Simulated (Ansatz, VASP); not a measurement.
## Two plane-wave programs on TePb

```
Pb Te
1.0
     0.00000    3.25899    3.25899
     3.25899    0.00000    3.25899
     3.25899    3.25899    0.00000
Pb Te
1 1
Direct
  0.00000 0.00000 0.00000
  0.50000 0.50000 0.50000
```

Alike in both runs: functional HSE06; k mesh 6 × 6 × 6; occupations gaussian, width 0.01 eV; no spin polarisation.

Ansatz relaxed the structure, and its values are those at the end. VASP's run is a single point on that final structure, the one shown.

|  | VASP | Ansatz |
| --- | --- | --- |
| version | VASP 6.6.1 | Ansatz 0.2.0 |
| potentials or method | VASP PAW PBE potentials, release 64 (Pb_d, Te) | scalar-relativistic, plane waves, PAW |
| plane-wave cutoff (eV) | 520 | 420 |
| valence electrons in the cell | 20 | 30 |

```tsv
	VASP	Ansatz	Ansatz less VASP
gap on the k mesh at the Fermi level (eV)	1.14	1.18	+0.037
least direct gap on the mesh (eV)	1.14	1.18	+0.037
pressure (GPa)	-0.2	0.0	+0.19
```

With one functional, cell and mesh, what is left measures potentials, basis and numerics. VASP's potentials hold 20 valence electrons a cell and Ansatz's 30, so a difference there can come from the potentials and not from the codes.

Spin-orbit coupling is off throughout.
